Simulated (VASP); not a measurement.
# Pt (Fm-3m) in VASP: notebook

The runs below take Pt through single point, relaxation of cell and atoms, with PBE.

Everything below comes from runs of VASP 6.6.1. Logs are shortened: lines on timing, memory, paths and dates and some standing lists are left out, and cuts for length are marked.

### Step 1. The cell of the first run

The structure is cubic, space group Fm-3m (No. 225). Conventional cell: a = 3.967 Å, b = 3.967 Å, c = 3.967 Å, α = 90.00°, β = 90.00°, γ = 90.00°. Pt (site symmetry m-3m) has 12 Pt at 2.81 Å within 3.7 Å.

### Step 2. Single point, PBE

INCAR reads:

```
  PREC = Accurate
  ENCUT = 500
  EDIFF = 1E-6
  ISMEAR = 0
  SIGMA = 0.1
  LREAL = F
  LASPH = T
  NELM = 120
  ALGO = Normal
  ISIF = 2
  LWAVE = F
  LCHARG = F
  GGA = PE
  NBANDS = 11
  GGA_COMPAT = F
```

KPOINTS reads:

```
Automatic mesh
0
Gamma
  8 8 8
```

POSCAR reads:

```
Pt
1.0
    0.0000000000      1.9834730195      1.9834730195
    1.9834730195      0.0000000000      1.9834730195
    1.9834730195      1.9834730195      0.0000000000
Pt
1
Direct
    0.0000000000      0.0000000000      0.0000000000
```

Potentials or basis: VASP PAW PBE potentials, release 64 (Pt).

Launch:

```sh
cat potpaw_PBE.64/Pt/POTCAR > POTCAR
mpirun -np 1 vasp_std > vasp.out
```

OUTCAR:

```text
PREC = Accurate
   ENCUT = 500
   EDIFF = 1E-6
   ISMEAR = 0
   LREAL = F
   LASPH = T
   NELM = 120
   ISIF = 2
   GGA = PE

 ion  position               nearest neighbor table
   1  0.000  0.000  0.000-

  LATTYP: Found a face centered cubic cell.
 ALAT       =     3.9669460390

  Lattice vectors:

 A1 = (   0.0000000000,   1.9834730195,   1.9834730195)
 A2 = (   1.9834730195,   0.0000000000,   1.9834730195)
 A3 = (   1.9834730195,   1.9834730195,   0.0000000000)

Analysis of symmetry for initial positions (statically):
=====================================================================
 Subroutine PRICEL returns:
 Original cell was already a primitive cell.

 Routine SETGRP: Setting up the symmetry group for a
 face centered cubic supercell.

 Subroutine GETGRP returns: Found 48 space group operations
 (whereof 48 operations were pure point group operations)
 out of a pool of 48 trial point group operations.

The static configuration has the point symmetry O_h .

Analysis of symmetry for dynamics (positions and initial velocities):
=====================================================================
 Subroutine PRICEL returns:
 Original cell was already a primitive cell.

 Routine SETGRP: Setting up the symmetry group for a
 face centered cubic supercell.

 Subroutine GETGRP returns: Found 48 space group operations
 (whereof 48 operations were pure point group operations)
 out of a pool of 48 trial point group operations.

The dynamic configuration has the point symmetry O_h .

 Subroutine INISYM returns: Found 48 space group operations
 (whereof 48 operations are pure point group operations),
 and found     1 'primitive' translations

----------------------------------------------------------------------------------------

                                     Primitive cell

  volume of cell :      15.6066

  direct lattice vectors                    reciprocal lattice vectors
     0.000000000  1.983473020  1.983473020    -0.252083086  0.252083086  0.252083086
     1.983473020  0.000000000  1.983473020     0.252083086 -0.252083086  0.252083086
     1.983473020  1.983473020  0.000000000     0.252083086  0.252083086 -0.252083086

  length of vectors
     2.805054445  2.805054445  2.805054445     0.436620713  0.436620713  0.436620713

  position of ions in fractional coordinates (direct lattice)
     0.000000000  0.000000000  0.000000000

  ion indices of the primitive-cell ions
   primitive index   ion index
                 1           1

----------------------------------------------------------------------------------------

 KPOINTS: Automatic mesh

Automatic generation of k-mesh.
 Grid dimensions read from file:
 generate k-points for:    8    8    8

 Generating k-lattice:

  Cartesian coordinates                     Fractional coordinates (reciprocal lattice)
    -0.031510386  0.031510386  0.031510386     0.125000000  0.000000000  0.000000000
     0.031510386 -0.031510386  0.031510386     0.000000000  0.125000000  0.000000000
     0.031510386  0.031510386 -0.031510386     0.000000000  0.000000000  0.125000000

  Length of vectors
     0.054577589  0.054577589  0.054577589

  Shift w.r.t. Gamma in fractional coordinates (k-lattice)
     0.000000000  0.000000000  0.000000000

 Subroutine IBZKPT returns following result:
 ===========================================

 Found     29 irreducible k-points:

 Following reciprocal coordinates:
            Coordinates               Weight
  0.000000  0.000000  0.000000      1.000000
  0.125000  0.000000  0.000000      8.000000
  0.250000  0.000000  0.000000      8.000000
  0.375000  0.000000  0.000000      8.000000
  0.500000  0.000000  0.000000      4.000000
  0.125000  0.125000  0.000000      6.000000
[... 16 lines left out ...]
  0.500000  0.250000  0.125000     48.000000
 -0.375000  0.250000  0.125000     24.000000
 [... further k-points ...]
   k-points           NKPTS =     29   k-points in BZ     NKDIM =     29   number of bands    NBANDS=     11
   number of dos      NEDOS =    301   number of ions     NIONS =      1
   total plane-waves  NPLWV =   8000
   dimension x,y,z NGX =    20 NGY =   20 NGZ =   20
   dimension x,y,z NGXF=    40 NGYF=   40 NGZF=   40
   ions per type =               1
   NGX,Y,Z   is equivalent  to a cutoff of  11.85, 11.85, 11.85 a.u.
   NGXF,Y,Z  is equivalent  to a cutoff of  23.71, 23.71, 23.71 a.u.
 SYSTEM =  unknown system
   PREC   = accura    normal or accurate (medium, high low for compatibility)
   ISTART =      0    job   : 0-new  1-cont  2-samecut
   ICHARG =      2    charge: 1-file 2-atom 10-const
   ISPIN  =      1    spin polarized calculation?
   LNONCOLLINEAR =      F non collinear calculations
   LSORBIT =      F    spin-orbit coupling
   LASPH  =      T    aspherical Exc in radial PAW
   ENCUT  =  500.0 eV  36.75 Ry    6.06 a.u.   5.11  5.11  5.11*2*pi/ulx,y,z
   NELM   =    120;   NELMIN=  2; NELMDL= -5     # of ELM steps
   EDIFF  = 0.1E-05   stopping-criterion for ELM
   LREAL  =      F    real-space projection
   EDIFFG = 0.1E-04   stopping-criterion for IOM
   NSW    =      0    number of steps for IOM
   IBRION =     -1    ionic relax: 0-MD 1-quasi-New 2-CG
   NFREE  =      0    steps in history (QN), initial steepest desc. (CG)
   ISIF   =      2    stress and relaxation
   ISYM   =      2    0-nonsym 1-usesym 2-fastsym
   POTIM  = 0.5000    time-step for ionic-motion
   TEBEG  =    0.0;   TEEND  =   0.0 temperature during run
   PSTRESS=    0.0 pullay stress
   NELECT =      10.0000    total number of electrons
   NUPDOWN=      -1.0000    fix difference up-down
   EMIN   =  10.00;   EMAX   =-10.00  energy-range for DOS
   EFERMI =   0.00;   METHOD = LEGACY
   ISMEAR =     0;   SIGMA  =   0.10  broadening in eV -4-tet -1-fermi 0-gaus
   EFERMI_NEDOS =   21; number of points for ismear=-14 and -15
   IALGO  =     38    algorithm
   IMIX   =      4    mixing-type and parameters
     AMIX     =   0.40;   BMIX     =  1.00
     AMIX_MAG =   1.60;   BMIX_MAG =  1.00
  volume/ion in A,a.u.               =      15.61       105.32
  Fermi-wavevector in a.u.,A,eV,Ry     =   1.411362  2.667088 27.102040  1.991944
  Thomas-Fermi vector in A             =   2.533221
   LORBIT       =      0    0 simple, 1 ext, 2 COOP (PROOUT), +10 PAW based schemes
   GGA     = PE    functional components
   LHFCALC =     F    Hartree Fock is set to
   AEXX    =    0.0000 exact exchange contribution
   IVDW    =     0    specifies the selected vdW correction
   LEPSILON=     F    determine dielectric tensor
   LRPA    =     F    only Hartree local field effects (RPA)
 non-spin polarized calculation
 Gauss-broadening in eV      SIGMA  =   0.10
  energy-cutoff  :      500.00
  volume of cell :       15.61
 maximum number of plane-waves:       415
   NGX = 11   NGY = 11   NGZ = 11

 number of electron      10.0000002 magnetization

 Free energy of the ion-electron system (eV)
  ---------------------------------------------------
  ext. energy  EPLUGINS =         0.00000000
  ---------------------------------------------------
  free energy    TOTEN  =        -6.08655511 eV

  energy without entropy =       -6.07703124  energy(sigma->0) =       -6.08179317

 E-fermi :  10.5444     XC(G=0): -13.2930

 val. band max:       10.4135376018   @ k =  -0.3750   0.3750   0.0000
 cond. band min:      10.5524559108   @ k =  -0.2500   0.1250   0.0000
 fundamental gap:      0.1389183090
 Fermi energy:        10.5443913020

 k-point     1 :       0.0000    0.0000    0.0000
  band No.  band energies     occupation
      1       0.7815      2.00000
      2       7.0046      2.00000
      3       7.0046      2.00000
      4       7.0046      2.00000
      5       9.0346      2.00000
      6       9.0346      2.00000
      7      25.3525      0.00000
      8      30.1226      0.00000
      9      30.1226      0.00000
     10      30.1226      0.00000
     11      35.3518      0.00000

 k-point     2 :       0.1250    0.0000    0.0000
  band No.  band energies     occupation
      1       1.3726      2.00000
      2       6.7786      2.00000
      3       7.2126      2.00000
      4       7.2126      2.00000
      5       8.9423      2.00000
      6       8.9423      2.00000
      7      26.1818      0.00000
      8      27.6654      0.00000
      9      31.0043      0.00000
     10      31.0043      0.00000
     11      36.3943      0.00000

 k-point     3 :       0.2500    0.0000    0.0000
  band No.  band energies     occupation
      1       2.7727      2.00000
      2       6.6830      2.00000
      3       7.3594      2.00000
      4       7.3594      2.00000
      5       9.2082      2.00000
      6       9.2082      2.00000
      7      23.7203      0.00000
      8      26.9378      0.00000
      9      32.8734      0.00000
     10      32.8734      0.00000
     11      33.8521      0.00000

 k-point     4 :       0.3750    0.0000    0.0000
  band No.  band energies     occupation
      1       3.5740      2.00000
      2       7.0962      2.00000
      3       7.0962      2.00000
      4       8.2850      2.00000
      5      10.1096      2.00000
      6      10.1096      2.00000
      7      19.1340      0.00000
      8      25.5614      0.00000
      9      30.6976      0.00000
     10      30.6976      0.00000
     11      36.6828      0.00000

 k-point     5 :       0.5000    0.0000    0.0000
  band No.  band energies     occupation
      1       3.6296      2.00000
      2       6.9471      2.00000
      3       6.9471      2.00000
      4      10.2857      1.99975
      5      10.6095      0.35692
      6      10.6095      0.35691
      7      16.1754      0.00000
      8      24.9098      0.00000
      9      29.3571      0.00000
     10      29.3571      0.00000
     11      38.4258      0.00000
[... 211 lines left out ...]
 k-point    21 :       0.5000    0.5000    0.0000
  band No.  band energies     occupation
      1       3.8943      2.00000
      2       4.3269      2.00000
      3      10.5745      0.67077
      4      11.0341      0.00000
      5      11.0341      0.00000
      6      12.4643      0.00000
      7      19.1112      0.00000
      8      21.9011      0.00000
      9      21.9011      0.00000
     10      30.3415      0.00000
     11      33.4674      0.00000

 k-point    22 :       0.3750    0.2500    0.1250
  band No.  band energies     occupation
      1       4.0170      2.00000
      2       5.7625      2.00000
      3       6.9983      2.00000
      4       8.5771      2.00000
      5       8.6605      2.00000
      6      10.5996      0.43482
      7      23.8897      0.00000
      8      26.0047      0.00000
      9      28.3730      0.00000
     10      30.6970      0.00000
     11      34.3312      0.00000

 k-point    23 :       0.5000    0.2500    0.1250
  band No.  band energies     occupation
      1       4.8311      2.00000
      2       6.2411      2.00000
      3       6.5061      2.00000
      4       8.3016      2.00000
      5       9.8861      2.00000
      6      12.4422      0.00000
      7      19.6541      0.00000
      8      24.7048      0.00000
      9      26.6446      0.00000
     10      30.8067      0.00000
     11      34.6319      0.00000

 k-point    24 :      -0.3750    0.2500    0.1250
  band No.  band energies     occupation
      1       4.8577      2.00000
      2       6.0464      2.00000
      3       7.3426      2.00000
      4       8.0515      2.00000
      5      10.3966      1.96344
      6      14.9395      0.00000
      7      15.9082      0.00000
      8      25.0107      0.00000
      9      25.5010      0.00000
     10      29.5873      0.00000
     11      36.4308      0.00000

 [... further k-points ...]

------------------------ aborting loop because EDIFF is reached ----------------------------------------

  FORCE on cell =-STRESS in cart. coord.  units (eV):
  Direction    XX          YY          ZZ          XY          YZ          ZX
  --------------------------------------------------------------------------------------
  -------------------------------------------------------------------------------------
  Total       -0.0540120     -0.0540120     -0.0540120      0.0000000      0.0000000      0.0000000
  in kB       -5.5448814     -5.5448814     -5.5448814      0.0000000      0.0000000      0.0000000
  external PRESSURE =      -5.5448814 kB  Pullay stress =       0.0000000 kB

 VOLUME and BASIS-vectors are now :
 -----------------------------------------------------------------------------
  energy-cutoff  :      500.00
  volume of cell :       15.61
      direct lattice vectors                 reciprocal lattice vectors
     0.000000000  1.983473020  1.983473020    -0.252083086  0.252083086  0.252083086
     1.983473020  0.000000000  1.983473020     0.252083086 -0.252083086  0.252083086
     1.983473020  1.983473020  0.000000000     0.252083086  0.252083086 -0.252083086

 POSITION                                       TOTAL-FORCE (eV/Angst)
 -----------------------------------------------------------------------------------
      0.00000      0.00000      0.00000         0.000000      0.000000      0.000000
 -----------------------------------------------------------------------------------
    total drift:                                0.000000      0.000000     -0.000000

  FREE ENERGIE OF THE ION-ELECTRON SYSTEM (eV)
  ---------------------------------------------------
  free  energy   TOTEN  =        -6.0865551077 eV

  energy  without entropy=       -6.0770312389  energy(sigma->0) =       -6.08179317
```

Wall time 4.5 s (1 thread of Intel Xeon 6975P-C, shared host); peak memory 0.13 GiB.

Results:

* Free energy: -6.0866 eV
* Pressure: -0.6 GPa
* Band gap on the k mesh: zero (band 5 reaches 11.04 eV, above the bottom of band 6 at 8.94 eV)

Levels at points of the mesh, in eV from the Fermi level:
```
           k point  band 3  band 4  band 5  band 6  band 7  band 8
(0.00, 0.00, 0.00)   -3.54   -3.54   -1.51   -1.51   14.81   19.58
(0.50, 0.00, 0.00)   -3.60   -0.26    0.07    0.07    5.63   14.37
(0.50, 0.50, 0.00)    0.03    0.49    0.49    1.92    8.57   11.36
```

Caveat: spin-orbit coupling is left out, which moves the levels of the heavy elements.

### Step 3. Single point, PBE

This run uses another cell than the first one, of 15.64 Å³/atom, 1.002 times its volume.

INCAR reads:

```
PREC = Accurate
ENCUT = 500
EDIFF = 1E-6
ISMEAR = 0
SIGMA = 0.1
LREAL = False
LASPH = True
NELM = 120
ALGO = Normal
ISIF = 2
LWAVE = False
LCHARG = True
GGA = PE
LELF = True
LVHAR = True
NBANDS = 11
GGA_COMPAT = False
```

KPOINTS reads:

```
regular mesh
0
Gamma
  18 18 18
```

POSCAR reads:

```
Pt
1.0
    0.0000000000      1.9848942360      1.9848942360
    1.9848942360      0.0000000000      1.9848942360
    1.9848942360      1.9848942360      0.0000000000
Pt
1
Direct
    0.0000000000      0.0000000000      0.0000000000
```

Potentials or basis: VASP PAW PBE potentials, release 64 (Pt).

Launch:

```sh
cat potpaw_PBE.64/Pt/POTCAR > POTCAR
mpirun -np 1 vasp_std > vasp.out
```

Wall time 15 s (1 thread of Intel Xeon 6975P-C, shared host); peak memory 0.15 GiB.

Results (log left out):

```
Free energy            : -6.1000 eV
Pressure               : -0.4 GPa
Band gap on the k mesh : zero (band 5 reaches 11.03 eV, above the bottom of band 6 at 8.94 eV)
```

Levels at points of the mesh, in eV from the Fermi level:
| k point | band 1 | band 2 | band 3 | band 4 | band 5 | band 6 | band 7 | band 8 | band 9 | band 10 |
| --- | --- | --- | --- | --- | --- | --- | --- | --- | --- | --- |
| (0.00, 0.00, 0.00) | -9.81 | -3.57 | -3.57 | -3.57 | -1.54 | -1.54 | 14.74 | 19.50 | 19.50 | 19.50 |
| (0.50, 0.00, 0.00) | -6.95 | -3.63 | -3.63 | -0.32 | 0.03 | 0.03 | 5.57 | 14.29 | 18.73 | 18.73 |
| (0.50, 0.50, 0.00) | -6.68 | -6.25 | -0.01 | 0.45 | 0.45 | 1.85 | 8.49 | 11.28 | 11.28 | 19.70 |

Caveat: spin-orbit coupling is left out, which moves the levels of the heavy elements.

### Step 4. Relaxation of cell and atoms, PBE

INCAR reads:

```
SYSTEM = Pt
PREC = Accurate
ENCUT = 500
EDIFF = 1E-7
ISMEAR = 0
SIGMA = 0.1
LREAL = .False.
LASPH = .True.
NELM = 120
ALGO = Normal
ISIF = 3
LWAVE = .False.
LCHARG = .False.
GGA = PE
IBRION = 2
NSW = 100
EDIFFG = -0.002
GGA_COMPAT = .False.
NELMIN = 4
```

KPOINTS reads:

```
regular mesh
0
Gamma
  18 18 18
  0 0 0
```

POSCAR reads:

```
Pt
1.0
    0.0000000000      1.9834730195      1.9834730195
    1.9834730195      0.0000000000      1.9834730195
    1.9834730195      1.9834730195      0.0000000000
Pt
1
Direct
    0.0000000000      0.0000000000      0.0000000000
```

Launch:

```sh
cat potpaw_PBE.64/Pt/POTCAR > POTCAR
mpirun -np 1 vasp_std > vasp.out
```

It took 23 s on 1 thread of Intel Xeon 6975P-C, shared host; peak memory 0.15 GiB.

It converged, with:

```yaml
Free_energy: -6.1000 eV
Relaxed_volume: 15.61 Å³/atom
Relaxed_cell: a = 2.805 Å, b = 2.805 Å, c = 2.805 Å, α = 60.00°, β = 60.00°, γ = 60.00°
Space_group_after_relaxing_to_0.05_Å: Fm-3m (No. 225)
Energy_gained_by_relaxing: 0.0 meV/atom
Ionic_steps: 3
Pressure_after_relaxing: 0.0 GPa
Band_gap_on_the_k_mesh: zero (band 5 reaches 11.07 eV, above the bottom of band 6 at 8.97 eV)
```

Final structure:
```xyz
1
Lattice="0.0000 1.9837 1.9837 1.9837 0.0000 1.9837 1.9837 1.9837 0.0000" Properties=species:S:1:pos:R:3 pbc="T T T"
Pt    0.0000    0.0000    0.0000
```

Levels at points of the mesh, in eV from the Fermi level:
```
           k point  band 3  band 4  band 5  band 6  band 7  band 8
(0.00, 0.00, 0.00)   -3.58   -3.58   -1.55   -1.55   14.73   19.50
(0.50, 0.00, 0.00)   -3.64   -0.33    0.03    0.03    5.58   14.29
(0.50, 0.50, 0.00)    0.00    0.45    0.45    1.85    8.51   11.28
```

Caveat: spin-orbit coupling is left out, which moves the levels of the heavy elements.

### Step 5. The runs side by side

| task | cell | k mesh | gap on the mesh (eV) | pressure (GPa) |
| --- | --- | --- | --- | --- |
| single point | a = 2.805 Å, angles 60.0°, 1 atom | 8 × 8 × 8 | none | -0.6 |
| single point | a = 2.807 Å, angles 60.0°, 1 atom | 18 × 18 × 18 | none | -0.4 |
| relaxation of cell and atoms | relaxed from a = 2.805 Å, angles 60.0°, 1 atom | 18 × 18 × 18 | none | 0.0 |

Alike in all rows: level PBE; potentials or basis VASP PAW PBE potentials, release 64 (Pt); no spin polarisation; cutoff (eV) 500; smearing gaussian 0.1 eV.

Caveats: spin-orbit coupling is left out, which moves the levels of the heavy elements.

Total energies depend on the potentials used, so only differences within one code and one set of settings carry meaning.
